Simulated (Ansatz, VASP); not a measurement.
# GaP in VASP and in Ansatz

INCAR

```
PREC = Accurate
ENCUT = 520
EDIFF = 1E-6
ISMEAR = 0
SIGMA = 0.05
LREAL = F
LASPH = T
NELM = 100
ALGO = Normal
ISIF = 2
LWAVE = F
LCHARG = T
GGA = PS
LELF = T
LVHAR = T
NBANDS = 16
```

File KPOINTS:

```
Automatic mesh
0
Gamma
  8 8 8
```

POSCAR

```
GaP
1.0
    0.0000000000      2.7252500000      2.7252500000
    2.7252500000      0.0000000000      2.7252500000
    2.7252500000      2.7252500000      0.0000000000
Ga P
1 1
Direct
    0.0000000000      0.0000000000      0.0000000000
    0.7500000000      0.7500000000      0.7500000000
```

Input for Ansatz:

```yaml
crystal:
  lattice:
    - [0.0, 2.72525, 2.72525]
    - [2.72525, 0.0, 2.72525]
    - [2.72525, 2.72525, 0.0]
  atoms:
    - { symbol: Ga, position: [0.0, 0.0, 0.0] }
    - { symbol: P, position: [0.75, 0.75, 0.75] }
basis:
  ecutwfc: 420
kpoints:
  mp_grid: { grid: [8, 8, 8] }
hamiltonian:
  xc: pbesol
scf:
  occupations: { method: gaussian, width: 0.05 }
output:
  forces: true
  stress: true
  eigenvalues: true
```

Alike in both runs: task single point; functional PBEsol; k mesh 8 × 8 × 8; occupations gaussian, width 0.05 eV; no spin polarisation.

|  | VASP | Ansatz |
| --- | --- | --- |
| version | VASP 6.6.1 | Ansatz 0.2.0 |
| potentials or method | VASP PAW PBE potentials, release 64 (Ga_d, P), cutoff 520 eV | scalar-relativistic, plane waves, PAW |
| valence electrons in the cell | 18 | 18 |

VASP gave:

* gap on the k mesh at the Fermi level (eV): 1.52
* least direct gap on the mesh (eV): 1.75
* pressure (GPa): -0.6

Q: Which values does Ansatz return?

A: gap on the k mesh at the Fermi level (eV): 1.51; least direct gap on the mesh (eV): 1.74; pressure (GPa): -0.6.

VASP's potentials were made for PBE, not for PBEsol.
